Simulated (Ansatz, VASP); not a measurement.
# InSb in VASP and in Ansatz

Contents of POSCAR:

```
InSb
1.0
    0.0000000000      3.2139227572      3.2139227572
    3.2139227572      0.0000000000      3.2139227572
    3.2139227572      3.2139227572      0.0000000000
In Sb
1 1
Direct
    0.0000000000      0.0000000000      0.0000000000
    0.2500000000      0.2500000000      0.2500000000
```

The input INCAR.step1:

```
PREC = Accurate
ENCUT = 520
ISMEAR = -1
SIGMA = 0.02
LREAL = False
LASPH = True
NELM = 150
LNONCOLLINEAR = True
MAGMOM = 0 0 0 0 0 0
LSORBIT = True
GGA_COMPAT = False
NBANDS = 30
GGA = PE
ALGO = Normal
EDIFF = 1E-4
LWAVE = True
LCHARG = False
```

The input INCAR.step2:

```
PREC = Accurate
ENCUT = 520
EDIFF = 1E-6
ISMEAR = -1
SIGMA = 0.02
LREAL = False
LASPH = True
NELM = 150
ALGO = Normal
ISIF = 2
LWAVE = False
LCHARG = True
LNONCOLLINEAR = True
MAGMOM = 0 0 0 0 0 0
LORBIT = 11
LSORBIT = True
GGA_COMPAT = False
LORBMOM = True
METAGGA = R2SCAN
LMIXTAU = True
LVHAR = True
NBANDS = 30
ISTART = 1
```

File KPOINTS:

```
regular mesh
0
Gamma
  6 6 6
```

Input for Ansatz:

```yaml
crystal:
  lattice:
    - [0.0, 3.2139227572, 3.2139227572]
    - [3.2139227572, 0.0, 3.2139227572]
    - [3.2139227572, 3.2139227572, 0.0]
  atoms:
    - { symbol: In, position: [0.0, 0.0, 0.0] }
    - { symbol: Sb, position: [0.25, 0.25, 0.25] }
kpoints:
  mp_grid: { grid: [6, 6, 6] }
  band_path:
    path:
      - [0.0, 0.0, 0.0]
      - [-0.5, -0.5, 0.0]
      - [-0.375, -0.375, 0.25]
      - [-0.375, 0.0, 0.375]
      - [0.0, 0.0, 0.5]
      - [-0.5, -0.25, 0.25]
    npoints: 1
hamiltonian:
  xc: r2scan
scf:
  occupations: { method: fermi_dirac, width: 0.02 }
  n_extra_bands: 8
magnetization:
  noncollinear: true
  spin_orbit: true
output:
  forces: true
  stress: true
  eigenvalues: true
```

Change from the starting cell: hydrostatic strain -2.0%.

Alike in both runs: task single point; functional r2SCAN; k mesh 6 × 6 × 6; occupations fermi-dirac, width 0.02 eV; non-collinear spin, spin-orbit coupling.

```csv
,VASP,Ansatz
version,VASP 6.6.1,Ansatz 0.2.0
potentials or method,"VASP PAW PBE potentials, release 64 (In_d, Sb)","plane waves, PAW"
plane-wave cutoff (eV),520,500
valence electrons in the cell,18,28
```

```tsv
	VASP	Ansatz	Ansatz less VASP
pressure (GPa)	3.0	2.9	-0.05
```

VASP's potentials were made for PBE, not for r2SCAN. With one functional, cell and mesh, what is left measures potentials, basis and numerics. VASP's potentials hold 18 valence electrons a cell and Ansatz's 28, so a difference there can come from the potentials and not from the codes.
